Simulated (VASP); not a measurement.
# AlN (C2) in VASP: notebook

Runs on AlN. Level: PBEsol. Tasks: single point.

All numbers are computed with VASP 6.6.1; they aren't measurements. Logs are shortened: lines on timing, memory, paths and dates and some standing lists are left out, and cuts for length are marked.

### 1 The cell of the first run

It takes space group C2 (No. 5, monoclinic). The conventional cell has a = 4.173 Å, b = 4.480 Å, c = 3.061 Å, α = 90.00°, β = 132.97°, γ = 90.00°. Al (site symmetry 2) has 4 N at 1.81 to 1.99 Å within 2.4 Å. Within 2.4 Å of N (site symmetry 2) lie 4 Al at 1.81 to 1.99 Å.

### 2 Single point, PBEsol (mode 4 frozen in at -0.095 Å, strain +e along z and -e/2 along x and y -0.0467)

Input file INCAR:

```
SYSTEM = AlN
  PREC = Accurate
  ENCUT = 520
  EDIFF = 1E-6
  ISMEAR = 0
  SIGMA = 0.05
  LREAL = .FALSE.
  LASPH = .TRUE.
  NELM = 60
  ALGO = Normal
  ISIF = 2
  LWAVE = .FALSE.
  LCHARG = .TRUE.
  GGA = PS
  LELF = .TRUE.
  LVHAR = .TRUE.
  NBANDS = 11
```

Input file KPOINTS:

```
Automatic mesh
0
G
  10 10 10
  0 0 0
```

Input file POSCAR:

```
AlN
1.0
    0.0000000000      2.0864464112      2.2397618115
    2.2397618115      0.0000000000      2.2397618115
    2.2397618115      2.0864464112      0.0000000000
Al N
1 1
Direct
   -0.0112666392      0.0112666392      0.0112666392
    0.7717028100      0.7282971900      0.7282971900
```

Potentials or basis: VASP PAW PBE potentials, release 64 (Al, N).

Run with:

```
$ cat potpaw_PBE.64/Al/POTCAR potpaw_PBE.64/N/POTCAR > POTCAR
$ mpirun -np 1 vasp_std > vasp.out
```

OUTCAR:

```text
SYSTEM = AlN
   PREC = Accurate
   ENCUT = 520
   EDIFF = 1E-6
   ISMEAR = 0
   LREAL = .FALSE.
   LASPH = .TRUE.
   NELM = 60
   ISIF = 2
   GGA = PS

 ion  position               nearest neighbor table
   1  0.989  0.011  0.011-   2 1.81   2 1.81   2 1.99   2 1.99
   2  0.772  0.728  0.728-   1 1.81   1 1.81   1 1.99   1 1.99

  LATTYP: Found a body centered tetragonal cell.
 ALAT       =     3.1675015303
 C/A-ratio  =     1.3174083051

  Lattice vectors:

 A1 = (   0.0000000000,  -2.0864464112,   2.2397618115)
 A2 = (   0.0000000000,  -2.0864464112,  -2.2397618115)
 A3 = (   2.2397618115,   2.0864464112,   0.0000000000)

Analysis of symmetry for initial positions (statically):
=====================================================================
 Subroutine PRICEL returns:
 Original cell was already a primitive cell.

 Routine SETGRP: Setting up the symmetry group for a
 body centered tetragonal supercell.

 Subroutine GETGRP returns: Found  2 space group operations
 (whereof  2 operations were pure point group operations)
 out of a pool of 16 trial point group operations.

The static configuration has the point symmetry C_2 .

Analysis of symmetry for dynamics (positions and initial velocities):
=====================================================================
 Subroutine PRICEL returns:
 Original cell was already a primitive cell.

 Routine SETGRP: Setting up the symmetry group for a
 body centered tetragonal supercell.

 Subroutine GETGRP returns: Found  2 space group operations
 (whereof  2 operations were pure point group operations)
 out of a pool of 16 trial point group operations.

The dynamic configuration has the point symmetry C_2 .

 Subroutine INISYM returns: Found  2 space group operations
 (whereof  2 operations are pure point group operations),
 and found     1 'primitive' translations

----------------------------------------------------------------------------------------

                                     Primitive cell

  volume of cell :      20.9335

  direct lattice vectors                    reciprocal lattice vectors
     0.000000000  2.086446411  2.239761812    -0.223238024  0.239641909  0.223238024
     2.239761812  0.000000000  2.239761812     0.223238024 -0.239641909  0.223238024
     2.239761812  2.086446411  0.000000000     0.223238024  0.239641909 -0.223238024

  length of vectors
     3.061011532  3.167501530  3.061011532     0.396356752  0.396356752  0.396356752

  position of ions in fractional coordinates (direct lattice)
     0.988733361  0.011266639  0.011266639
     0.771702810  0.728297190  0.728297190

  ion indices of the primitive-cell ions
   primitive index   ion index
                 1           1
                 2           2

----------------------------------------------------------------------------------------

 KPOINTS: Automatic mesh

Automatic generation of k-mesh.
 Grid dimensions read from file:
 generate k-points for:   10   10   10

 Generating k-lattice:

  Cartesian coordinates                     Fractional coordinates (reciprocal lattice)
    -0.022323802  0.023964191  0.022323802     0.100000000  0.000000000  0.000000000
     0.022323802 -0.023964191  0.022323802    -0.000000000  0.100000000 -0.000000000
     0.022323802  0.023964191 -0.022323802     0.000000000  0.000000000  0.100000000

  Length of vectors
     0.039635675  0.039635675  0.039635675

  Shift w.r.t. Gamma in fractional coordinates (k-lattice)
     0.000000000  0.000000000  0.000000000

 Subroutine IBZKPT returns following result:
 ===========================================

 Found    282 irreducible k-points:

 Following reciprocal coordinates:
            Coordinates               Weight
  0.000000  0.000000  0.000000      1.000000
  0.100000  0.000000 -0.000000      4.000000
 -0.000000 -0.100000 -0.000000      4.000000
  0.200000  0.000000 -0.000000      4.000000
 -0.000000 -0.200000 -0.000000      4.000000
  0.300000  0.000000  0.000000      4.000000
[... 16 lines left out ...]
  0.000000 -0.400000 -0.100000      4.000000
 -0.100000 -0.100000  0.300000      4.000000
 [... further k-points ...]
   k-points           NKPTS =    282   k-points in BZ     NKDIM =    282   number of bands    NBANDS=     11
   number of dos      NEDOS =    301   number of ions     NIONS =      2
   total plane-waves  NPLWV =  13824
   dimension x,y,z NGX =    24 NGY =   24 NGZ =   24
   dimension x,y,z NGXF=    48 NGYF=   48 NGZF=   48
   ions per type =               1   1
   NGX,Y,Z   is equivalent  to a cutoff of  13.03, 12.60, 13.03 a.u.
   NGXF,Y,Z  is equivalent  to a cutoff of  26.07, 25.19, 26.07 a.u.
 SYSTEM =  AlN
   PREC   = accura    normal or accurate (medium, high low for compatibility)
   ISTART =      0    job   : 0-new  1-cont  2-samecut
   ICHARG =      2    charge: 1-file 2-atom 10-const
   ISPIN  =      1    spin polarized calculation?
   LNONCOLLINEAR =      F non collinear calculations
   LSORBIT =      F    spin-orbit coupling
   LASPH  =      T    aspherical Exc in radial PAW
   ENCUT  =  520.0 eV  38.22 Ry    6.18 a.u.   5.69  5.89  5.69*2*pi/ulx,y,z
   NELM   =     60;   NELMIN=  2; NELMDL= -5     # of ELM steps
   EDIFF  = 0.1E-05   stopping-criterion for ELM
   LREAL  =      F    real-space projection
   EDIFFG = 0.1E-04   stopping-criterion for IOM
   NSW    =      0    number of steps for IOM
   IBRION =     -1    ionic relax: 0-MD 1-quasi-New 2-CG
   NFREE  =      0    steps in history (QN), initial steepest desc. (CG)
   ISIF   =      2    stress and relaxation
   ISYM   =      2    0-nonsym 1-usesym 2-fastsym
   POTIM  = 0.5000    time-step for ionic-motion
   TEBEG  =    0.0;   TEEND  =   0.0 temperature during run
   PSTRESS=    0.0 pullay stress
   NELECT =       8.0000    total number of electrons
   NUPDOWN=      -1.0000    fix difference up-down
   EMIN   =  10.00;   EMAX   =-10.00  energy-range for DOS
   EFERMI =   0.00;   METHOD = LEGACY
   ISMEAR =     0;   SIGMA  =   0.05  broadening in eV -4-tet -1-fermi 0-gaus
   EFERMI_NEDOS =   21; number of points for ismear=-14 and -15
   IALGO  =     38    algorithm
   IMIX   =      4    mixing-type and parameters
     AMIX     =   0.40;   BMIX     =  1.00
     AMIX_MAG =   1.60;   BMIX_MAG =  1.00
  volume/ion in A,a.u.               =      10.47        70.63
  Fermi-wavevector in a.u.,A,eV,Ry     =   1.188022  2.245036 19.203216  1.411397
  Thomas-Fermi vector in A             =   2.324161
   LORBIT       =      0    0 simple, 1 ext, 2 COOP (PROOUT), +10 PAW based schemes
   GGA     = PS    functional components
   LHFCALC =     F    Hartree Fock is set to
   AEXX    =    0.0000 exact exchange contribution
   IVDW    =     0    specifies the selected vdW correction
   LEPSILON=     F    determine dielectric tensor
   LRPA    =     F    only Hartree local field effects (RPA)
 non-spin polarized calculation
 Gauss-broadening in eV      SIGMA  =   0.05
  energy-cutoff  :      520.00
  volume of cell :       20.93
 maximum number of plane-waves:       588
   NGX = 11   NGY = 11   NGZ = 11

 number of electron       8.0000001 magnetization

 Free energy of the ion-electron system (eV)
  ---------------------------------------------------
  ext. energy  EPLUGINS =         0.00000000
  ---------------------------------------------------
  free energy    TOTEN  =       -15.42768402 eV

  energy without entropy =      -15.42768402  energy(sigma->0) =      -15.42768402

 E-fermi :   6.5198     XC(G=0): -11.1089

 val. band max:        6.2652282303   @ k =   0.0000   0.0000   0.0000
 cond. band min:       8.8429848941   @ k =   0.5000   0.0000   0.5000
 fundamental gap:      2.5777566637
 Fermi energy:         6.5197739982

 k-point     1 :       0.0000    0.0000    0.0000
  band No.  band energies     occupation
      1      -9.0970      2.00000
      2       5.4649      2.00000
      3       5.7794      2.00000
      4       6.2652      2.00000
      5       9.8707      0.00000
      6      18.2101      0.00000
      7      18.3332      0.00000
      8      18.3466      0.00000
      9      22.1932      0.00000
     10      23.7938      0.00000
     11      23.8239      0.00000

 k-point     2 :       0.1000    0.0000   -0.0000
  band No.  band energies     occupation
      1      -8.9504      2.00000
      2       5.1470      2.00000
      3       5.4315      2.00000
      4       5.9562      2.00000
      5      10.5908      0.00000
      6      17.6329      0.00000
      7      18.3561      0.00000
      8      18.6107      0.00000
      9      21.4587      0.00000
     10      22.3620      0.00000
     11      24.4523      0.00000

 k-point     3 :      -0.0000   -0.1000   -0.0000
  band No.  band energies     occupation
      1      -8.9485      2.00000
      2       4.7758      2.00000
      3       5.6446      2.00000
      4       6.2124      2.00000
      5      10.4886      0.00000
      6      17.7604      0.00000
      7      18.4102      0.00000
      8      18.5621      0.00000
      9      21.1905      0.00000
     10      22.2599      0.00000
     11      24.8087      0.00000

 k-point     4 :       0.2000    0.0000   -0.0000
  band No.  band energies     occupation
      1      -8.5333      2.00000
      2       3.5416      2.00000
      3       5.3034      2.00000
      4       5.7723      2.00000
      5      11.7576      0.00000
      6      16.7588      0.00000
      7      17.7907      0.00000
      8      18.8656      0.00000
      9      21.5555      0.00000
     10      21.7485      0.00000
     11      23.5758      0.00000
[... 239 lines left out ...]
 k-point    22 :       0.4000    0.1000    0.0000
  band No.  band energies     occupation
      1      -7.4316      2.00000
      2       1.0880      2.00000
      3       4.7432      2.00000
      4       5.3123      2.00000
      5      13.1023      0.00000
      6      14.9149      0.00000
      7      16.8906      0.00000
      8      18.4945      0.00000
      9      22.6378      0.00000
     10      23.8412      0.00000
     11      25.8031      0.00000

 k-point    23 :       0.0000   -0.4000   -0.1000
  band No.  band energies     occupation
      1      -7.4074      2.00000
      2       0.8642      2.00000
      3       4.8257      2.00000
      4       5.6574      2.00000
      5      12.9776      0.00000
      6      14.8197      0.00000
      7      17.1151      0.00000
      8      18.4222      0.00000
      9      22.4421      0.00000
     10      23.9526      0.00000
     11      25.5068      0.00000

 k-point    24 :      -0.1000   -0.1000    0.3000
  band No.  band energies     occupation
      1      -7.4044      2.00000
      2       0.8378      2.00000
      3       4.9247      2.00000
      4       5.6148      2.00000
      5      12.9045      0.00000
      6      14.8677      0.00000
      7      17.0974      0.00000
      8      18.5352      0.00000
      9      22.1882      0.00000
     10      24.1279      0.00000
     11      25.3420      0.00000

 [... further k-points ...]
[... 5 lines left out ...]
  --------------------------------------------------------------------------------------
  -------------------------------------------------------------------------------------
  Total       -0.2787419      1.1102557      0.2644608      0.0000000     -1.3641368      0.0000000
  in kB      -21.3339842     84.9752999     20.2409562      0.0000000   -104.4065149      0.0000000
  external PRESSURE =      27.9607573 kB  Pullay stress =       0.0000000 kB

 VOLUME and BASIS-vectors are now :
 -----------------------------------------------------------------------------
  energy-cutoff  :      520.00
  volume of cell :       20.93
      direct lattice vectors                 reciprocal lattice vectors
     0.000000000  2.086446411  2.239761812    -0.223238024  0.239641909  0.223238024
     2.239761812  0.000000000  2.239761812     0.223238024 -0.239641909  0.223238024
     2.239761812  2.086446411  0.000000000     0.223238024  0.239641909 -0.223238024

 POSITION                                       TOTAL-FORCE (eV/Angst)
 -----------------------------------------------------------------------------------
      0.05047      2.08645      2.23976        -2.140603      0.000000     -0.000000
      3.26242      3.12967      3.35964         2.140603      0.000000      0.000000
 -----------------------------------------------------------------------------------
    total drift:                                0.000169     -0.000000      0.000000

  FREE ENERGIE OF THE ION-ELECTRON SYSTEM (eV)
  ---------------------------------------------------
  free  energy   TOTEN  =       -15.4276840228 eV

  energy  without entropy=      -15.4276840228  energy(sigma->0) =      -15.42768402
```

It took 42 s on 1 thread of Intel Xeon Platinum 8259CL at 2.50GHz (Skylake/Cascade Lake), shared host; peak memory 0.18 GiB.

Results:

| Item | Value |
| --- | --- |
| Free energy | -15.4277 eV |
| Pressure | 2.8 GPa |
| Largest force | 2.141 eV/Å |
| Band gap on the k mesh | 2.58 eV, indirect (least direct gap 3.61 eV) |

Forces on the atoms (eV/Å):
```
Al  -2.141  0.000  0.000
N    2.141  0.000  0.000
```

Caveat: the cell differs from its parent crystal (mode 4 frozen in at -0.095 Å, strain +e along z and -e/2 along x and y -0.0467); the PAW data sets were made with another functional, which shifts forces and pressure a little. A k mesh can miss the band edges.

### 3 Single point, PBEsol (mode 4 frozen in at -0.095 Å, strain +e along z and -e/2 along x and y +0.0467)

Input file INCAR:

```
ALGO = Normal
EDIFF = 1E-6
ENCUT = 520
GGA = PS
ISIF = 2
ISMEAR = 0
LASPH = T
LCHARG = F
LREAL = F
LWAVE = F
NBANDS = 11
NELM = 80
PREC = Accurate
SIGMA = 0.05
```

Input file KPOINTS:

```
k-points
0
Gamma
  10 10 10
```

Input file POSCAR:

```
AlN
1.0
    0.0000000000      2.2908669450      2.1375515447
    2.1375515447      0.0000000000      2.1375515447
    2.1375515447      2.2908669450      0.0000000000
Al N
1 1
Direct
   -0.0112666392      0.0112666392      0.0112666392
    0.7717028100      0.7282971900      0.7282971900
```

Potentials or basis: VASP PAW PBE potentials, release 64 (Al, N).

Run with:

```
$ cat potpaw_PBE.64/Al/POTCAR potpaw_PBE.64/N/POTCAR > POTCAR
$ mpirun -np 1 vasp_std > vasp.out
```

Wall time 41 s (1 thread of Intel Xeon Platinum 8259CL at 2.50GHz (Skylake/Cascade Lake), shared host); peak memory 0.18 GiB.

The run converged. Its results:

```
Free energy            : -15.4447 eV
Pressure               : 2.2 GPa
Largest force          : 1.899 eV/Å
Band gap on the k mesh : 2.75 eV, indirect (least direct gap 3.69 eV)
```

Forces in eV/Å, atoms in the order of the input:
```
Al  -1.899  0.000  0.000
N    1.899  0.000  0.000
```

Stress tensor (GPa, compression positive):
```
  3.23   0.00   0.00
  0.00  -3.54 -10.01
  0.00 -10.01   7.00
```

Levels at points of the mesh, in eV from the valence-band top:
```csv
k point,band 1,band 2,band 3,band 4,band 5,band 6,band 7,band 8
"(0.00, 0.00, 0.00)",-15.28,-0.80,-0.20,0.00,3.69,12.05,12.11,12.14
"(0.50, 0.00, 0.00)",-13.22,-6.12,-1.40,-0.47,6.72,9.42,10.35,11.24
"(0.00, 0.50, 0.00)",-13.18,-6.33,-0.98,-0.44,6.55,9.29,10.26,11.50
"(0.50, 0.50, 0.00)",-12.46,-5.07,-2.29,-2.25,2.75,7.62,13.69,14.11
"(0.00, 0.50, 0.50)",-12.46,-5.05,-2.57,-2.06,2.79,7.77,13.68,14.00
"(0.50, 0.00, 0.50)",-12.77,-5.72,-1.72,-1.70,3.09,8.68,12.51,15.62
```

Caveat: the cell differs from its parent crystal (mode 4 frozen in at -0.095 Å, strain +e along z and -e/2 along x and y +0.0467); the PAW data sets were made with another functional, which shifts forces and pressure a little. A k mesh can miss the band edges.
